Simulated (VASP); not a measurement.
Write the native input for VASP 6.6.1 that does the following.

- Task: single point
- Functional: r2SCAN50
- Potentials or basis: VASP PAW PBE potentials, release 64 (Al)
- Cutoff: 520 eV
- k mesh: 6 × 6 × 6
- Occupations: fermi-dirac, width 0.05 eV
- Spin: no spin polarisation
- Dipole correction: no
- Grid for exact exchange (PRECFOCK): Normal
- Further INCAR settings: ALGO = Normal; EDIFF = 1e-06; NBANDS = 8
- Share of exact exchange: 0.5

Al:

```xyz
1
Lattice="-1.5759 1.6569 1.6580 1.4795 -1.5976 1.5023 1.6145 1.6362 -1.5987" Properties=species:S:1:pos:R:3 pbc="T T T"
Al    0.0000    0.0000    0.0000
```

The input as run:

POSCAR

```
Al
1.0
   -1.5759003900      1.6569236100      1.6579838500
    1.4794763400     -1.5976414500      1.5022776300
    1.6144548200      1.6361958800     -1.5987016800
Al
1
Direct
    0.0000000000      0.0000000000      0.0000000000
```

INCAR.step1

```
SYSTEM = Al
PREC = Accurate ; ENCUT = 520
EDIFF = 1E-5 ; ISMEAR = -1
SIGMA = 0.05 ; LREAL = .False.
LASPH = .True. ; NELM = 60
ALGO = Normal ; ISIF = 2
LWAVE = .True. ; LCHARG = .False.
GGA = PE ; NBANDS = 8
```

INCAR.step2

```
SYSTEM = Al
PREC = Accurate ; ENCUT = 520
EDIFF = 1E-6 ; ISMEAR = -1
SIGMA = 0.05 ; LREAL = .False.
LASPH = .True. ; NELM = 60
ALGO = Normal ; ISIF = 2
LWAVE = .False. ; LCHARG = .False.
METAGGA = R2SCAN ; LHFCALC = .True.
AEXX = 0.5 ; LMIXTAU = .True.
PRECFOCK = Normal ; ISTART = 1
NBANDS = 8
```

KPOINTS

```
regular mesh
0
Gamma
  6 6 6
  0 0 0
```

Potentials or basis: VASP PAW PBE potentials, release 64 (Al).

Run with:

```bash
$ cat potpaw_PBE.64/Al/POTCAR > POTCAR
$ cp INCAR.step1 INCAR
$ mpirun -np 1 vasp_std > vasp.out
$ cp INCAR.step2 INCAR
$ mpirun -np 1 vasp_std > vasp.out
```

Results of the run:

```json
{
 "Pressure": "2.4 GPa",
 "Band gap on the k mesh": "zero (an odd number of electrons rules out a gap without spin polarisation)"
}
```

Caveat: the k points lie up to 0.47 Å⁻¹ apart, too coarse for converged energies and pressures of a metal; the PAW data sets were made with another functional, which shifts forces and pressure a little.

Run time: 21 min on 1 thread of AMD EPYC 7R43 64-Core Processor (Zen 3) (shared host), peak memory 0.1 GiB.
